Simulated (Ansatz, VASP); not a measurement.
One calculation of Ta2C, two programs

File INCAR:

```
PREC = Accurate ; ENCUT = 520
EDIFF = 1E-7 ; ISMEAR = 0
SIGMA = 0.15 ; LREAL = False
LASPH = True ; NELM = 100
ALGO = Normal ; ISIF = 2
LWAVE = False ; LCHARG = False
GGA = PS ; NBANDS = 20
```

Contents of KPOINTS:

```
Automatic mesh
0
Gamma
  18 18 10
```

Contents of POSCAR:

```
Ta2C
1.0
    3.1726832220      0.0000000000      0.0000000000
   -1.5863416110      2.7476242684      0.0000000000
    0.0000000000      0.0000000000      4.6750262656
Ta C
2 1
Direct
    0.3333333333      0.6666666667      0.2528761934
    0.6666666667      0.3333333333      0.7471238066
    0.0000000000      0.0000000000      0.0000000000
```

Input for Ansatz:

```yaml
crystal:
  lattice:
    - [3.172683222, 0.0, 0.0]
    - [-1.586341611, 2.7476242684, 0.0]
    - [0.0, 0.0, 4.6750262656]
  atoms:
    - { symbol: Ta, position: [0.3333333333, 0.6666666667, 0.2528761934] }
    - { symbol: Ta, position: [0.6666666667, 0.3333333333, 0.7471238066] }
    - { symbol: C, position: [0.0, 0.0, 0.0] }
basis:
  ecutwfc: 420
kpoints:
  mp_grid: { grid: [18, 18, 10] }
hamiltonian:
  xc: pbesol
scf:
  occupations: { method: gaussian, width: 0.15 }
output:
  forces: true
  stress: true
  eigenvalues: true
```

Change from the starting cell: strain +0.025 along x and y, -0.050 along z, atoms carried along.

Alike in both runs: task single point; functional PBEsol; k mesh 18 × 18 × 10; occupations gaussian, width 0.15 eV; no spin polarisation.

|  | VASP | Ansatz |
| --- | --- | --- |
| version | VASP 6.6.1 | Ansatz 0.2.0 |
| potentials or method | VASP PAW PBE potentials, release 64 (Ta_pv, C), cutoff 520 eV | scalar-relativistic, plane waves, PAW |
| valence electrons in the cell | 26 | 30 |

|  | VASP | Ansatz | Ansatz less VASP |
| --- | --- | --- | --- |
| gap on the k mesh at the Fermi level (eV) | none | none | - |
| pressure (GPa) | 2.3 | 1.7 | -0.53 |
| traceless stress, the component that is largest in VASP (GPa) | 18.27 | 18.34 | +0.078 |
| rms of the force components (eV/Å) | 0.051 | 0.028 | -0.0225 |

VASP's potentials were made for PBE, not for PBEsol. Atom by atom the forces differ by 0.022 eV/Å (rms over components). A gap of «none» marks a metal or a gap that the smearing closes. VASP's potentials hold 26 valence electrons a cell and Ansatz's 30, so a difference there can come from the potentials and not from the codes.

Neither program's run includes spin-orbit coupling.
